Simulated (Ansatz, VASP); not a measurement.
# One calculation of CdSe, two programs

The input INCAR:

```
SYSTEM = CdSe
PREC     = Accurate       ! precision mode
ENCUT    = 500            ! plane-wave cutoff, eV
EDIFF    = 1E-6           ! SCF threshold, eV
ISMEAR   = -1             ! smearing method
SIGMA    = 0.08           ! smearing width, eV
LREAL    = .FALSE.        ! projectors in reciprocal space
LASPH    = .TRUE.         ! aspherical terms in the spheres
NELM     = 120            ! most SCF steps
ALGO     = Normal         ! electronic algorithm
ISIF     = 2              ! what is computed and relaxed
LWAVE    = .FALSE.        ! write WAVECAR
LCHARG   = .TRUE.         ! write CHGCAR
GGA      = PE             ! functional
LELF     = .TRUE.         ! ELF
LVHAR    = .TRUE.       
NBANDS   = 16             ! bands
GGA_COMPAT= .FALSE.
```

KPOINTS

```
regular mesh
0
G
  14 14 14
  0 0 0
```

File POSCAR:

```
CdSe
1.0
    0.0000000000      2.1987513564      2.1987513564
    2.1987513564      0.0000000000      2.1987513564
    2.1987513564      2.1987513564      0.0000000000
Cd Se
1 1
Direct
    0.0000000000      0.0000000000      0.0000000000
    0.5000000000      0.5000000000      0.5000000000
```

Input for Ansatz:

```yaml
crystal:
  lattice:
    - [0.0, 2.1987513564, 2.1987513564]
    - [2.1987513564, 0.0, 2.1987513564]
    - [2.1987513564, 2.1987513564, 0.0]
  atoms:
    - { symbol: Cd, position: [0.0, 0.0, 0.0] }
    - { symbol: Se, position: [0.5, 0.5, 0.5] }
kpoints:
  mp_grid: { grid: [14, 14, 14] }
scf:
  occupations: { method: fermi_dirac, width: 0.08 }
hamiltonian:
  xc: pbe
  pseudopotentials: { kind: all_electron, lapw: { basis_error: 0.001 } }
output:
  forces: true
  stress: true
  eigenvalues: true
  populations: true
```

Change from the starting cell: volume scaled by 0.45, LAPW.

Alike in both runs: task single point; functional PBE; k mesh 14 × 14 × 14; occupations fermi-dirac, width 0.08 eV; no spin polarisation.

|  | VASP | Ansatz |
| --- | --- | --- |
| version | VASP 6.6.1 | Ansatz 0.2.0 |
| potentials or method | VASP PAW PBE potentials, release 64 (Cd, Se), cutoff 500 eV | all-electron LAPW, scalar-relativistic |

```csv
,VASP,Ansatz,Ansatz less VASP
pressure (GPa),332.6,319.0,-13.66
```

Both programs put the cell under a high pressure, so it lies far from rest at this level. Ansatz ran all-electron here, and VASP with PAW potentials.

Noted on VASP's run: the cell as given lies far from equilibrium.
